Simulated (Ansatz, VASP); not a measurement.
# SiC in VASP and in Ansatz

The input INCAR:

```
PREC = Accurate
ENCUT = 600
EDIFF = 1E-7
ISMEAR = 0
SIGMA = 0.02
LREAL = F
LASPH = T
NELM = 120
ALGO = Normal
ISIF = 3
LWAVE = F
LCHARG = F
GGA = PS
IBRION = 2
NSW = 100
EDIFFG = -0.002
GGA_COMPAT = F
NELMIN = 4
```

The input KPOINTS:

```
regular mesh
0
Gamma
  10 10 10
```

The input POSCAR:

```
SiC
1.0
    0.0000000000      2.1800000000      2.1800000000
    2.1800000000      0.0000000000      2.1800000000
    2.1800000000      2.1800000000      0.0000000000
Si C
1 1
Direct
    0.0000000000      0.0000000000      0.0000000000
    0.2500000000      0.2500000000      0.2500000000
```

Input for Ansatz:

```yaml
crystal:
  lattice:
    - [0.0, 2.18, 2.18]
    - [2.18, 0.0, 2.18]
    - [2.18, 2.18, 0.0]
  atoms:
    - { symbol: Si, position: [0.0, 0.0, 0.0] }
    - { symbol: C, position: [0.25, 0.25, 0.25] }
basis:
  ecutwfc: 420
kpoints:
  mp_grid: { grid: [10, 10, 10] }
hamiltonian:
  xc: pbesol
  pseudopotentials: { kind: paw, azcp: { folder: soft_1 } }
scf:
  occupations: { method: gaussian, width: 0.02 }
output:
  forces: true
  stress: true
  eigenvalues: true
relax:
  adjacent_minimum: "off"
  f_tol: 0.002
  max_steps: 80
  cell: { stress_tol: 0.02 }
```

Alike in both runs: task relaxation of cell and atoms; functional PBEsol; k mesh 10 × 10 × 10; occupations gaussian, width 0.02 eV; no spin polarisation.

|  | VASP | Ansatz |
| --- | --- | --- |
| version | VASP 6.6.1 | Ansatz 0.2.0 |
| potentials or method | VASP PAW PBE potentials, release 64 (Si, C), cutoff 600 eV | scalar-relativistic, plane waves, PAW |
| valence electrons in the cell | 8 | 8 |

|  | VASP | Ansatz | Ansatz less VASP |
| --- | --- | --- | --- |
| gap on the k mesh at the Fermi level, each at its own relaxed structure (eV) | 1.23 | 1.24 | +0.009 |
| relaxed volume (Å³/atom) | 10.35 | 10.34 | -0.009 |
| relaxed cell length with the largest relative difference (Å) | 3.082 | 3.081 | -0.0009 |

VASP's potentials were made for PBE, not for PBEsol, and Ansatz warns of the same on its side.
